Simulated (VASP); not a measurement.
# TiAu (Pm-3m) in VASP: notebook, part 2 of 2

VASP 6.6.1. The steps go on from the part before.

## Step 3: Single point, LDA

This run uses another cell than the first one, of 16.19 Å³/atom, 1.053 times its volume.

INCAR reads:

```
SYSTEM = TiAu
PREC     = Accurate       ! precision mode
ENCUT    = 520            ! plane-wave cutoff, eV
EDIFF    = 1E-6           ! SCF threshold, eV
ISMEAR   = -1             ! smearing method
SIGMA    = 0.01           ! smearing width, eV
LREAL    = .False.        ! projectors in reciprocal space
LASPH    = .True.         ! aspherical terms in the spheres
NELM     = 80             ! most SCF steps
ALGO     = Normal         ! electronic algorithm
ISIF     = 2              ! what is computed and relaxed
LWAVE    = .False.        ! write WAVECAR
LCHARG   = .False.        ! write CHGCAR
GGA      = CA             ! functional
NBANDS   = 18             ! bands
```

KPOINTS reads:

```
regular mesh
0
Gamma
  9 9 9
  0 0 0
```

POSCAR reads:

```
TiAu
1.0
    3.1873844624      0.0000000000      0.0000000000
    0.0000000000      3.1873844624      0.0000000000
    0.0000000000      0.0000000000      3.1873844624
Ti Au
1 1
Direct
    0.5000000000      0.5000000000      0.5000000000
    0.0000000000      0.0000000000      0.0000000000
```

Potentials or basis: VASP PAW LDA potentials, release 64 (Ti_sv, Au).

Launch:

```sh
> cat potpaw_LDA.64/Ti_sv/POTCAR potpaw_LDA.64/Au/POTCAR > POTCAR
> mpirun -np 1 vasp_std > vasp.out
```

OUTCAR:

```text
SYSTEM = TiAu
   PREC = Accurate
   ENCUT = 520
   EDIFF = 1E-6
   ISMEAR = -1
   LREAL = .False.
   LASPH = .True.
   NELM = 80
   ISIF = 2
   GGA = CA

 ion  position               nearest neighbor table
   1  0.500  0.500  0.500-   2 2.76   2 2.76   2 2.76   2 2.76   2 2.76   2 2.76   2 2.76   2 2.76

   2  0.000  0.000  0.000-   1 2.76   1 2.76   1 2.76   1 2.76   1 2.76   1 2.76   1 2.76   1 2.76

  LATTYP: Found a simple cubic cell.
 ALAT       =     3.1873844624

  Lattice vectors:

 A1 = (   3.1873844624,   0.0000000000,   0.0000000000)
 A2 = (   0.0000000000,   3.1873844624,   0.0000000000)
 A3 = (   0.0000000000,   0.0000000000,   3.1873844624)

Analysis of symmetry for initial positions (statically):
=====================================================================
 Subroutine PRICEL returns:
 Original cell was already a primitive cell.

 Routine SETGRP: Setting up the symmetry group for a
 simple cubic supercell.

 Subroutine GETGRP returns: Found 48 space group operations
 (whereof 48 operations were pure point group operations)
 out of a pool of 48 trial point group operations.

The static configuration has the point symmetry O_h .

Analysis of symmetry for dynamics (positions and initial velocities):
=====================================================================
 Subroutine PRICEL returns:
 Original cell was already a primitive cell.

 Routine SETGRP: Setting up the symmetry group for a
 simple cubic supercell.

 Subroutine GETGRP returns: Found 48 space group operations
 (whereof 48 operations were pure point group operations)
 out of a pool of 48 trial point group operations.

The dynamic configuration has the point symmetry O_h .

 Subroutine INISYM returns: Found 48 space group operations
 (whereof 48 operations are pure point group operations),
 and found     1 'primitive' translations

----------------------------------------------------------------------------------------

                                     Primitive cell

  volume of cell :      32.3820

  direct lattice vectors                    reciprocal lattice vectors
     3.187384462  0.000000000  0.000000000     0.313736862  0.000000000  0.000000000
     0.000000000  3.187384462  0.000000000     0.000000000  0.313736862  0.000000000
     0.000000000  0.000000000  3.187384462     0.000000000  0.000000000  0.313736862

  length of vectors
     3.187384462  3.187384462  3.187384462     0.313736862  0.313736862  0.313736862

  position of ions in fractional coordinates (direct lattice)
     0.500000000  0.500000000  0.500000000
     0.000000000  0.000000000  0.000000000

  ion indices of the primitive-cell ions
   primitive index   ion index
                 1           1
                 2           2

----------------------------------------------------------------------------------------

 KPOINTS: regular mesh

Automatic generation of k-mesh.
 Grid dimensions read from file:
 generate k-points for:    9    9    9

 Generating k-lattice:

  Cartesian coordinates                     Fractional coordinates (reciprocal lattice)
     0.034859651  0.000000000  0.000000000     0.111111111  0.000000000  0.000000000
     0.000000000  0.034859651  0.000000000     0.000000000  0.111111111  0.000000000
     0.000000000  0.000000000  0.034859651     0.000000000  0.000000000  0.111111111

  Length of vectors
     0.034859651  0.034859651  0.034859651

  Shift w.r.t. Gamma in fractional coordinates (k-lattice)
     0.000000000  0.000000000  0.000000000

 Subroutine IBZKPT returns following result:
 ===========================================

 Found     35 irreducible k-points:

 Following reciprocal coordinates:
            Coordinates               Weight
  0.000000  0.000000  0.000000      1.000000
  0.111111  0.000000  0.000000      6.000000
  0.222222  0.000000  0.000000      6.000000
  0.333333  0.000000  0.000000      6.000000
  0.444444  0.000000  0.000000      6.000000
  0.111111  0.111111  0.000000     12.000000
[... 16 lines left out ...]
  0.333333  0.333333  0.111111     24.000000
  0.444444  0.333333  0.111111     48.000000
 [... further k-points ...]
   k-points           NKPTS =     35   k-points in BZ     NKDIM =     35   number of bands    NBANDS=     18
   number of dos      NEDOS =    301   number of ions     NIONS =      2
   total plane-waves  NPLWV =  13824
   dimension x,y,z NGX =    24 NGY =   24 NGZ =   24
   dimension x,y,z NGXF=    48 NGYF=   48 NGZF=   48
   ions per type =               1   1
   NGX,Y,Z   is equivalent  to a cutoff of  12.52, 12.52, 12.52 a.u.
   NGXF,Y,Z  is equivalent  to a cutoff of  25.04, 25.04, 25.04 a.u.
 SYSTEM =  TiAu
   PREC   = accura    normal or accurate (medium, high low for compatibility)
   ISTART =      0    job   : 0-new  1-cont  2-samecut
   ICHARG =      2    charge: 1-file 2-atom 10-const
   ISPIN  =      1    spin polarized calculation?
   LNONCOLLINEAR =      F non collinear calculations
   LSORBIT =      F    spin-orbit coupling
   LASPH  =      T    aspherical Exc in radial PAW
   ENCUT  =  520.0 eV  38.22 Ry    6.18 a.u.   5.93  5.93  5.93*2*pi/ulx,y,z
   NELM   =     80;   NELMIN=  2; NELMDL= -5     # of ELM steps
   EDIFF  = 0.1E-05   stopping-criterion for ELM
   LREAL  =      F    real-space projection
   EDIFFG = 0.1E-04   stopping-criterion for IOM
   NSW    =      0    number of steps for IOM
   IBRION =     -1    ionic relax: 0-MD 1-quasi-New 2-CG
   NFREE  =      0    steps in history (QN), initial steepest desc. (CG)
   ISIF   =      2    stress and relaxation
   ISYM   =      2    0-nonsym 1-usesym 2-fastsym
   POTIM  = 0.5000    time-step for ionic-motion
   TEBEG  =    0.0;   TEEND  =   0.0 temperature during run
   PSTRESS=    0.0 pullay stress
   NELECT =      23.0000    total number of electrons
   NUPDOWN=      -1.0000    fix difference up-down
   EMIN   =  10.00;   EMAX   =-10.00  energy-range for DOS
   EFERMI =   0.00;   METHOD = LEGACY
   ISMEAR =    -1;   SIGMA  =   0.01  broadening in eV -4-tet -1-fermi 0-gaus
   EFERMI_NEDOS =   21; number of points for ismear=-14 and -15
   IALGO  =     38    algorithm
   IMIX   =      4    mixing-type and parameters
     AMIX     =   0.40;   BMIX     =  1.00
     AMIX_MAG =   1.60;   BMIX_MAG =  1.00
  volume/ion in A,a.u.               =      16.19       109.26
  Fermi-wavevector in a.u.,A,eV,Ry     =   1.460662  2.760250 29.028476  2.133533
  Thomas-Fermi vector in A             =   2.577085
   LORBIT       =      0    0 simple, 1 ext, 2 COOP (PROOUT), +10 PAW based schemes
   GGA     = CA    functional components
   LHFCALC =     F    Hartree Fock is set to
   AEXX    =    0.0000 exact exchange contribution
   IVDW    =     0    specifies the selected vdW correction
   LEPSILON=     F    determine dielectric tensor
   LRPA    =     F    only Hartree local field effects (RPA)
 non-spin polarized calculation
  energy-cutoff  :      520.00
  volume of cell :       32.38
 maximum number of plane-waves:       895
 NGX is ok and might be reduce to    24
   NGX = 11   NGY = 11   NGZ = 11

 number of electron      22.9999999 magnetization

 Free energy of the ion-electron system (eV)
  ---------------------------------------------------
  ext. energy  EPLUGINS =         0.00000000
  ---------------------------------------------------
  free energy    TOTEN  =       -13.66955073 eV

  energy without entropy =      -13.66705287  energy(sigma->0) =      -13.66830180

 E-fermi :  10.0023     XC(G=0): -12.7221

 val. band max:        9.9760043561   @ k =   0.2222   0.1111   0.1111
 cond. band min:      10.0031118241   @ k =   0.4444   0.3333   0.1111
 fundamental gap:      0.0271074680
 Fermi energy:        10.0022547995

 k-point     1 :       0.0000    0.0000    0.0000
  band No.  band energies     occupation
      1     -46.6881      2.00000
      2     -23.2479      2.00000
      3     -23.2479      2.00000
      4     -23.2479      2.00000
      5       0.9260      2.00000
      6       3.3200      2.00000
[... 10 lines left out ...]
     17      16.9674      0.00000
     18      16.9674      0.00000

 k-point     2 :       0.1111    0.0000    0.0000
  band No.  band energies     occupation
      1     -46.6862      2.00000
      2     -23.2681      2.00000
      3     -23.2468      2.00000
      4     -23.2468      2.00000
      5       1.1535      2.00000
      6       3.3882      2.00000
[... 10 lines left out ...]
     17      17.5980      0.00000
     18      17.5980      0.00000
[... 442 lines left out ...]
 k-point    24 :       0.4444    0.3333    0.1111
  band No.  band energies     occupation
      1     -46.6612      2.00000
      2     -23.3898      2.00000
      3     -23.3507      2.00000
      4     -23.2447      2.00000
      5       3.5058      2.00000
      6       3.6390      2.00000
[... 10 lines left out ...]
     17      16.3969      0.00000
     18      19.2953      0.00000

 [... further k-points ...]
[... 5 lines left out ...]
  --------------------------------------------------------------------------------------
  -------------------------------------------------------------------------------------
  Total        0.0490911      0.0490911      0.0490911      0.0000000      0.0000000     -0.0000000
  in kB        2.4289019      2.4289019      2.4289019      0.0000000      0.0000000     -0.0000000
  external PRESSURE =       2.4289019 kB  Pullay stress =       0.0000000 kB

 VOLUME and BASIS-vectors are now :
 -----------------------------------------------------------------------------
  energy-cutoff  :      520.00
  volume of cell :       32.38
      direct lattice vectors                 reciprocal lattice vectors
     3.187384462  0.000000000  0.000000000     0.313736862  0.000000000  0.000000000
     0.000000000  3.187384462  0.000000000     0.000000000  0.313736862  0.000000000
     0.000000000  0.000000000  3.187384462     0.000000000  0.000000000  0.313736862

 POSITION                                       TOTAL-FORCE (eV/Angst)
 -----------------------------------------------------------------------------------
      1.59369      1.59369      1.59369         0.000000      0.000000      0.000000
      0.00000      0.00000      0.00000         0.000000      0.000000      0.000000
 -----------------------------------------------------------------------------------
    total drift:                                0.000000      0.000000     -0.000000

  FREE ENERGIE OF THE ION-ELECTRON SYSTEM (eV)
  ---------------------------------------------------
  free  energy   TOTEN  =       -13.6695507348 eV

  energy  without entropy=      -13.6670528658  energy(sigma->0) =      -13.66830180
```

Run time: 13 s. Hardware: 1 thread of Intel Xeon 8259CL, shared host; peak memory 0.14 GiB.

Results:

| Quantity | Value |
| --- | --- |
| Free energy | -13.6696 eV |
| Pressure | 0.2 GPa |

Levels at points of the mesh, in eV from the Fermi level:
| k point | band 9 | band 10 | band 11 | band 12 | band 13 | band 14 | band 15 | band 16 |
| --- | --- | --- | --- | --- | --- | --- | --- | --- |
| (0.00, 0.00, 0.00) | -4.61 | -4.61 | 0.28 | 0.28 | 2.09 | 2.09 | 2.09 | 6.97 |

Caveat: spin-orbit coupling is left out, which moves the levels of the heavy elements.

## Step 4: Single point, LDA

This run uses another cell than the first one, of 16.01 Å³/atom, 1.041 times its volume.

INCAR reads:

```
SYSTEM = TiAu
  ALGO = Normal
  EDIFF = 1E-6
  ENCUT = 520
  ISIF = 2
  ISMEAR = -1
  LASPH = .True.
  LCHARG = .True.
  LELF = .True.
  LREAL = .False.
  LVHAR = .True.
  LWAVE = .False.
  NBANDS = 18
  NELM = 80
  PREC = Accurate
  SIGMA = 0.01
```

KPOINTS reads:

```
k-points
0
Gamma
  9 9 9
  0 0 0
```

POSCAR reads:

```
TiAu
1.0
    3.1753744112      0.0000000000      0.0000000000
    0.0000000000      3.1753744112      0.0000000000
    0.0000000000      0.0000000000      3.1753744112
Ti Au
1 1
Direct
    0.5000000000      0.5000000000      0.5000000000
    0.0000000000      0.0000000000      0.0000000000
```

Potentials or basis: VASP PAW LDA potentials, release 64 (Ti_sv, Au).

Launch:

```sh
> cat potpaw_LDA.64/Ti_sv/POTCAR potpaw_LDA.64/Au/POTCAR > POTCAR
> mpirun -np 1 vasp_std > vasp.out
```

OUTCAR:

```text
SYSTEM = TiAu
   EDIFF = 1E-6
   ENCUT = 520
   ISIF = 2
   ISMEAR = -1
   LASPH = .True.
   LREAL = .False.
   NELM = 80
   PREC = Accurate

 ion  position               nearest neighbor table
   1  0.500  0.500  0.500-   2 2.75   2 2.75   2 2.75   2 2.75   2 2.75   2 2.75   2 2.75   2 2.75

   2  0.000  0.000  0.000-   1 2.75   1 2.75   1 2.75   1 2.75   1 2.75   1 2.75   1 2.75   1 2.75

  LATTYP: Found a simple cubic cell.
 ALAT       =     3.1753744112

  Lattice vectors:

 A1 = (   3.1753744112,   0.0000000000,   0.0000000000)
 A2 = (   0.0000000000,   3.1753744112,   0.0000000000)
 A3 = (   0.0000000000,   0.0000000000,   3.1753744112)

Analysis of symmetry for initial positions (statically):
=====================================================================
 Subroutine PRICEL returns:
 Original cell was already a primitive cell.

 Routine SETGRP: Setting up the symmetry group for a
 simple cubic supercell.

 Subroutine GETGRP returns: Found 48 space group operations
 (whereof 48 operations were pure point group operations)
 out of a pool of 48 trial point group operations.

The static configuration has the point symmetry O_h .

Analysis of symmetry for dynamics (positions and initial velocities):
=====================================================================
 Subroutine PRICEL returns:
 Original cell was already a primitive cell.

 Routine SETGRP: Setting up the symmetry group for a
 simple cubic supercell.

 Subroutine GETGRP returns: Found 48 space group operations
 (whereof 48 operations were pure point group operations)
 out of a pool of 48 trial point group operations.

The dynamic configuration has the point symmetry O_h .

 Subroutine INISYM returns: Found 48 space group operations
 (whereof 48 operations are pure point group operations),
 and found     1 'primitive' translations

----------------------------------------------------------------------------------------

                                     Primitive cell
[... 104 lines left out ...]
   EMIN   =  10.00;   EMAX   =-10.00  energy-range for DOS
   EFERMI =   0.00;   METHOD = LEGACY
   ISMEAR =    -1;   SIGMA  =   0.01  broadening in eV -4-tet -1-fermi 0-gaus
   EFERMI_NEDOS =   21; number of points for ismear=-14 and -15
   IALGO  =     38    algorithm
   IMIX   =      4    mixing-type and parameters
     AMIX     =   0.40;   BMIX     =  1.00
     AMIX_MAG =   1.60;   BMIX_MAG =  1.00
  volume/ion in A,a.u.               =      16.01       108.03
  Fermi-wavevector in a.u.,A,eV,Ry     =   1.466186  2.770690 29.248477  2.149702
  Thomas-Fermi vector in A             =   2.581954
   LORBIT       =      0    0 simple, 1 ext, 2 COOP (PROOUT), +10 PAW based schemes
   GGA     = CA    functional components
   LHFCALC =     F    Hartree Fock is set to
   AEXX    =    0.0000 exact exchange contribution
   IVDW    =     0    specifies the selected vdW correction
   LEPSILON=     F    determine dielectric tensor
   LRPA    =     F    only Hartree local field effects (RPA)
 non-spin polarized calculation
  energy-cutoff  :      520.00
  volume of cell :       32.02
 maximum number of plane-waves:       883
 NGX is ok and might be reduce to    24
   NGX = 11   NGY = 11   NGZ = 11

 number of electron      22.9999998 magnetization

 Free energy of the ion-electron system (eV)
  ---------------------------------------------------
  ext. energy  EPLUGINS =         0.00000000
  ---------------------------------------------------
  free energy    TOTEN  =       -13.66618288 eV

  energy without entropy =      -13.66374510  energy(sigma->0) =      -13.66496399

 E-fermi :  10.1682     XC(G=0): -12.7842

 val. band max:       10.1410968069   @ k =   0.2222   0.1111   0.1111
 cond. band min:      10.1692805886   @ k =   0.4444   0.2222   0.1111
 fundamental gap:      0.0281837817
 Fermi energy:        10.1682280803

 k-point     1 :       0.0000    0.0000    0.0000
  band No.  band energies     occupation
      1     -46.5003      2.00000
      2     -23.0599      2.00000
      3     -23.0599      2.00000
      4     -23.0599      2.00000
      5       1.0131      2.00000
      6       3.3993      2.00000
[... 481 lines left out ...]
      5       3.5994      2.00000
      6       3.7310      2.00000
[... 10 lines left out ...]
     17      16.6560      0.00000
     18      19.5789      0.00000

 [... further k-points ...]
[... 5 lines left out ...]
  --------------------------------------------------------------------------------------
  -------------------------------------------------------------------------------------
  Total        0.4790191      0.4790191      0.4790191     -0.0000000     -0.0000000      0.0000000
  in kB       23.9705836     23.9705836     23.9705836     -0.0000000     -0.0000000      0.0000000
  external PRESSURE =      23.9705836 kB  Pullay stress =       0.0000000 kB

 VOLUME and BASIS-vectors are now :
 -----------------------------------------------------------------------------
  energy-cutoff  :      520.00
  volume of cell :       32.02
      direct lattice vectors                 reciprocal lattice vectors
     3.175374411  0.000000000  0.000000000     0.314923493  0.000000000  0.000000000
     0.000000000  3.175374411  0.000000000     0.000000000  0.314923493  0.000000000
     0.000000000  0.000000000  3.175374411     0.000000000  0.000000000  0.314923493

 POSITION                                       TOTAL-FORCE (eV/Angst)
 -----------------------------------------------------------------------------------
      1.58769      1.58769      1.58769         0.000000      0.000000      0.000000
      0.00000      0.00000      0.00000         0.000000      0.000000      0.000000
 -----------------------------------------------------------------------------------
    total drift:                                0.000000      0.000000     -0.000000

  FREE ENERGIE OF THE ION-ELECTRON SYSTEM (eV)
  ---------------------------------------------------
  free  energy   TOTEN  =       -13.6661828773 eV

  energy  without entropy=      -13.6637450994  energy(sigma->0) =      -13.66496399
```

OSZICAR:

```text
N       E                     dE             d eps       ncg     rms          rms(c)
DAV:   1     0.201812250229E+03    0.20181E+03   -0.11820E+04  1268   0.142E+03
DAV:   2    -0.138687223082E+01   -0.20320E+03   -0.19719E+03  1344   0.376E+02
DAV:   3    -0.148521088396E+02   -0.13465E+02   -0.13221E+02  1836   0.895E+01
DAV:   4    -0.155230074825E+02   -0.67090E+00   -0.66778E+00  1662   0.151E+01
DAV:   5    -0.155376285123E+02   -0.14621E-01   -0.14619E-01  1466   0.221E+00    0.123E+01
DAV:   6    -0.138211433716E+02    0.17165E+01   -0.54188E+00  1340   0.238E+01    0.418E+00
DAV:   7    -0.137246734179E+02    0.96470E-01   -0.93245E-01  1352   0.919E+00    0.359E+00
DAV:   8    -0.136721678892E+02    0.52506E-01   -0.21328E-01  1432   0.433E+00    0.162E+00
DAV:   9    -0.136666400472E+02    0.55278E-02   -0.33716E-02  1442   0.231E+00    0.190E-01
DAV:  10    -0.136661600080E+02    0.48004E-03   -0.33317E-03  1432   0.573E-01    0.646E-02
DAV:  11    -0.136661860463E+02   -0.26038E-04   -0.34051E-04  1468   0.153E-01    0.225E-02
DAV:  12    -0.136661843988E+02    0.16475E-05   -0.32900E-05  1424   0.513E-02    0.153E-02
DAV:  13    -0.136661833422E+02    0.10566E-05   -0.32048E-06  1308   0.188E-02    0.517E-03
DAV:  14    -0.136661828773E+02    0.46488E-06   -0.23267E-06   998   0.138E-02
   1 F= -.13666183E+02 E0= -.13664964E+02  d E =-.243778E-02
```

Wall time 15 s (1 thread of Intel Xeon 8259CL, shared host); peak memory 0.14 GiB.

What came out:

```yaml
Free_energy: -13.6662 eV
Pressure: 2.4 GPa
```

Levels at points of the mesh, in eV from the Fermi level:
```csv
k point,band 8,band 9,band 10,band 11,band 12,band 13,band 14,band 15,band 16,band 17
"(0.00, 0.00, 0.00)",-4.65,-4.65,-4.65,0.29,0.29,2.12,2.12,2.12,7.02,7.02
```

Caveat: spin-orbit coupling is left out, which moves the levels of the heavy elements.

## Step 5: The runs side by side

| cell | gap on the mesh (eV) | pressure (GPa) |
| --- | --- | --- |
| a = 3.133 Å, 2 atoms | none | 10.4 |
| a = 3.187 Å, 2 atoms | none | 0.2 |
| a = 3.175 Å, 2 atoms | none | 2.4 |

Alike in all rows: task single point; level LDA; potentials or basis VASP PAW LDA potentials, release 64 (Ti_sv, Au); no spin polarisation; k mesh 9 × 9 × 9; cutoff (eV) 520; smearing fermi-dirac 0.01 eV.

Caveats: spin-orbit coupling is left out, which moves the levels of the heavy elements.

Total energies depend on the potentials used, so only differences within one code and one set of settings carry meaning.
